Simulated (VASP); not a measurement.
# NaB12 (I4/mmm) in VASP: notebook

Runs on NaB12. Level: PBE. Tasks: single point, relaxation of cell and atoms.

All numbers are computed with VASP 6.6.1; they aren't measurements. Logs are shortened: lines on timing, memory, paths and dates and some standing lists are left out, and cuts for length are marked.

## (1) The cell of the first run

It takes space group I4/mmm (No. 139, tetragonal). Conventional cell: a = 6.639 Å, b = 6.639 Å, c = 5.313 Å, α = 90.00°, β = 90.00°, γ = 90.00°. Within 3.2 Å of Na (site symmetry 4/mmm) lie 16 B at 2.42 to 2.90 Å. B (site symmetry m) has 4 B at 1.67 to 2.12 Å within 2.2 Å. B (site symmetry m2m) has 4 B at 1.64 to 1.67 Å within 2.2 Å.

The cell was generated, and may not be a known phase.

## (2) Single point, PBE

Contents of INCAR:

```
  PREC = Accurate
  ENCUT = 520
  EDIFF = 1E-6
  ISMEAR = 0
  SIGMA = 0.1
  LREAL = F
  LASPH = T
  NELM = 80
  ALGO = Normal
  ISIF = 2
  LWAVE = F
  LCHARG = T
  GGA = PE
  LELF = T
  LVHAR = T
  NBANDS = 34
```

Contents of KPOINTS:

```
Automatic mesh
0
Gamma
  4 4 4
```

Contents of POSCAR:

```
NaB12
1.0
   -3.3196196874      3.3196196874      2.6567158831
    3.3196196874     -3.3196196874      2.6567158831
    3.3196196874      3.3196196874     -2.6567158831
Na B
1 12
Direct
    0.5000000000      0.5000000000      0.0000000000
    0.3691092718      0.1594692051      0.5285784769
    0.6308907282      0.8405307949      0.4714215231
    0.1594692051      0.6308907282      0.7903599333
    0.8405307949      0.3691092718      0.2096400667
    0.3691092718      0.8405307949      0.2096400667
    0.6308907282      0.1594692051      0.7903599333
    0.1594692051      0.3691092718      0.5285784769
    0.8405307949      0.6308907282      0.4714215231
    0.0000000000      0.8256874257      0.8256874257
    0.0000000000      0.1743125743      0.1743125743
    0.8256874257      0.0000000000      0.8256874257
    0.1743125743      0.0000000000      0.1743125743
```

Potentials or basis: VASP PAW PBE potentials, release 64 (Na_pv, B).

Started as:

```
> cat potpaw_PBE.64/Na_pv/POTCAR potpaw_PBE.64/B/POTCAR > POTCAR
> mpirun -np 1 vasp_std > vasp.out
```

OUTCAR:

```text
PREC = Accurate
   ENCUT = 520
   EDIFF = 1E-6
   ISMEAR = 0
   LREAL = F
   LASPH = T
   NELM = 80
   ISIF = 2
   GGA = PE

 ion  position               nearest neighbor table
   1  0.500  0.500  0.000-   2 2.42   3 2.42   4 2.42   5 2.42   6 2.42   7 2.42   8 2.42   9 2.42

   2  0.369  0.159  0.529-  13 1.67   7 1.74   8 1.97   6 2.12   1 2.42
   3  0.631  0.841  0.471-  12 1.67   6 1.74   9 1.97   7 2.12   1 2.42
   4  0.159  0.631  0.790-  10 1.67   8 1.74   6 1.97   9 2.12   1 2.42
   5  0.841  0.369  0.210-  11 1.67   9 1.74   7 1.97   8 2.12   1 2.42
   6  0.369  0.841  0.210-  13 1.67   3 1.74   4 1.97   2 2.12   1 2.42
   7  0.631  0.159  0.790-  12 1.67   2 1.74   5 1.97   3 2.12   1 2.42
   8  0.159  0.369  0.529-  11 1.67   4 1.74   2 1.97   5 2.12   1 2.42
   9  0.841  0.631  0.471-  10 1.67   5 1.74   3 1.97   4 2.12   1 2.42
  10  0.000  0.826  0.826-  13 1.64  12 1.64   4 1.67   9 1.67
  11  0.000  0.174  0.174-  13 1.64  12 1.64   5 1.67   8 1.67
  12  0.826  0.000  0.826-  11 1.64  10 1.64   3 1.67   7 1.67
  13  0.174  0.000  0.174-  11 1.64  10 1.64   2 1.67   6 1.67

  LATTYP: Found a body centered tetragonal cell.
 ALAT       =     6.6392393748
 C/A-ratio  =     0.8003073042

  Lattice vectors:

 A1 = (  -3.3196196874,   3.3196196874,   2.6567158831)
 A2 = (   3.3196196874,  -3.3196196874,   2.6567158831)
 A3 = (   3.3196196874,   3.3196196874,  -2.6567158831)

Analysis of symmetry for initial positions (statically):
=====================================================================
 Subroutine PRICEL returns:
 Original cell was already a primitive cell.

 Routine SETGRP: Setting up the symmetry group for a
 body centered tetragonal supercell.

 Subroutine GETGRP returns: Found 16 space group operations
 (whereof 16 operations were pure point group operations)
 out of a pool of 16 trial point group operations.

The static configuration has the point symmetry D_4h.

Analysis of symmetry for dynamics (positions and initial velocities):
=====================================================================
 Subroutine PRICEL returns:
 Original cell was already a primitive cell.

 Routine SETGRP: Setting up the symmetry group for a
 body centered tetragonal supercell.

 Subroutine GETGRP returns: Found 16 space group operations
 (whereof 16 operations were pure point group operations)
 out of a pool of 16 trial point group operations.

[... 122 lines left out ...]
   NUPDOWN=      -1.0000    fix difference up-down
   EMIN   =  10.00;   EMAX   =-10.00  energy-range for DOS
   EFERMI =   0.00;   METHOD = LEGACY
   ISMEAR =     0;   SIGMA  =   0.10  broadening in eV -4-tet -1-fermi 0-gaus
   EFERMI_NEDOS =   21; number of points for ismear=-14 and -15
   IALGO  =     38    algorithm
   IMIX   =      4    mixing-type and parameters
     AMIX     =   0.40;   BMIX     =  1.00
     AMIX_MAG =   1.60;   BMIX_MAG =  1.00
  volume/ion in A,a.u.               =       9.01        60.79
  Fermi-wavevector in a.u.,A,eV,Ry     =   1.172295  2.215317 18.698167  1.374277
  Thomas-Fermi vector in A             =   2.308726
   LORBIT       =      0    0 simple, 1 ext, 2 COOP (PROOUT), +10 PAW based schemes
   GGA     = PE    functional components
   LHFCALC =     F    Hartree Fock is set to
   AEXX    =    0.0000 exact exchange contribution
   IVDW    =     0    specifies the selected vdW correction
   LEPSILON=     F    determine dielectric tensor
   LRPA    =     F    only Hartree local field effects (RPA)
 non-spin polarized calculation
 Gauss-broadening in eV      SIGMA  =   0.10
  energy-cutoff  :      520.00
  volume of cell :      117.11
 maximum number of plane-waves:      3174
   NGX = 21   NGY = 21   NGZ = 21

 number of electron      42.9999987 magnetization

 Free energy of the ion-electron system (eV)
  ---------------------------------------------------
  ext. energy  EPLUGINS =         0.00000000
  ---------------------------------------------------
  free energy    TOTEN  =       -67.91698219 eV

  energy without entropy =      -67.90077128  energy(sigma->0) =      -67.90887673

 E-fermi :   4.6628     XC(G=0): -10.8552

 val. band max:        4.6307154721   @ k =   0.5000   0.5000  -0.0000
 cond. band min:       4.6748908406   @ k =   0.5000   0.5000   0.2500
 fundamental gap:      0.0441753685
 Fermi energy:         4.6627594200

 k-point     1 :       0.0000    0.0000    0.0000
  band No.  band energies     occupation
      1     -18.5081      2.00000
      2     -18.5081      2.00000
      3     -18.4751      2.00000
      4      -9.3313      2.00000
      5      -5.3804      2.00000
      6      -5.3804      2.00000
[... 457 lines left out ...]
     32      10.4806      0.00000
     33      10.5141      0.00000
 [bands above 33 left out]

------------------------ aborting loop because EDIFF is reached ----------------------------------------

  FORCE on cell =-STRESS in cart. coord.  units (eV):
  Direction    XX          YY          ZZ          XY          YZ          ZX
  --------------------------------------------------------------------------------------
  -------------------------------------------------------------------------------------
  Total        0.0475206      0.0475206     -0.0287665      0.0000000      0.0000000      0.0000000
  in kB        0.6501456      0.6501456     -0.3935650      0.0000000      0.0000000      0.0000000
  external PRESSURE =       0.3022421 kB  Pullay stress =       0.0000000 kB

 VOLUME and BASIS-vectors are now :
 -----------------------------------------------------------------------------
  energy-cutoff  :      520.00
  volume of cell :      117.11
      direct lattice vectors                 reciprocal lattice vectors
    -3.319619687  3.319619687  2.656715883     0.000000000  0.150619663  0.188202285
     3.319619687 -3.319619687  2.656715883     0.150619663  0.000000000  0.188202285
     3.319619687  3.319619687 -2.656715883     0.150619663  0.150619663  0.000000000

 POSITION                                       TOTAL-FORCE (eV/Angst)
 -----------------------------------------------------------------------------------
      0.00000      0.00000      2.65672        -0.000000     -0.000000      0.000000
      1.05875      2.45060      0.00000         0.000069      0.000729     -0.000000
      2.26087      0.86901      2.65672        -0.000069     -0.000729      0.000000
      4.18863      1.05875      0.00000        -0.000729      0.000069     -0.000000
     -0.86901      2.26087      2.65672         0.000729     -0.000069      0.000000
      2.26087     -0.86901      2.65672        -0.000069      0.000729      0.000000
      1.05875      4.18863      0.00000         0.000069     -0.000729     -0.000000
      2.45060      1.05875      0.00000         0.000729      0.000069     -0.000000
      0.86901      2.26087      2.65672        -0.000729     -0.000069      0.000000
      5.48194      0.00000      0.00000         0.003479     -0.000000      0.000000
      1.15730      0.00000      0.00000        -0.003479     -0.000000     -0.000000
      0.00000      5.48194      0.00000        -0.000000      0.003479      0.000000
      0.00000      1.15730      0.00000        -0.000000     -0.003479     -0.000000
 -----------------------------------------------------------------------------------
    total drift:                                0.000000      0.000000      0.000000

  FREE ENERGIE OF THE ION-ELECTRON SYSTEM (eV)
  ---------------------------------------------------
  free  energy   TOTEN  =       -67.9169821852 eV

  energy  without entropy=      -67.9007712793  energy(sigma->0) =      -67.90887673
```

It took 1.8 min on 1 thread of Oxide Virtual Turin-like, shared host; peak memory 0.2 GiB.

What came out:

| Item | Value |
| --- | --- |
| Free energy | -67.9170 eV |
| Pressure | 0.0 GPa |
| Largest force | 0.003 eV/Å |
| Band gap on the k mesh | zero (an odd number of electrons rules out a gap without spin polarisation) |

Forces in eV/Å, atoms in the order of the input:
```
Na   0.000  0.000  0.000
B    0.000  0.001  0.000
B    0.000 -0.001  0.000
B   -0.001  0.000  0.000
B    0.001  0.000  0.000
B    0.000  0.001  0.000
B    0.000 -0.001  0.000
B    0.001  0.000  0.000
B   -0.001  0.000  0.000
B    0.003  0.000  0.000
B   -0.003  0.000  0.000
B    0.000  0.003  0.000
B    0.000 -0.003  0.000
```

Caveat: the k points lie up to 0.38 Å⁻¹ apart, too coarse for converged energies and pressures of a metal; an odd number of electrons without spin polarisation forces a metal; a magnetic or distorted state may lie lower.

(Continued in part 2 of 2.)

The gap in the log of VASP goes by the Fermi energy; the results here count the filled bands.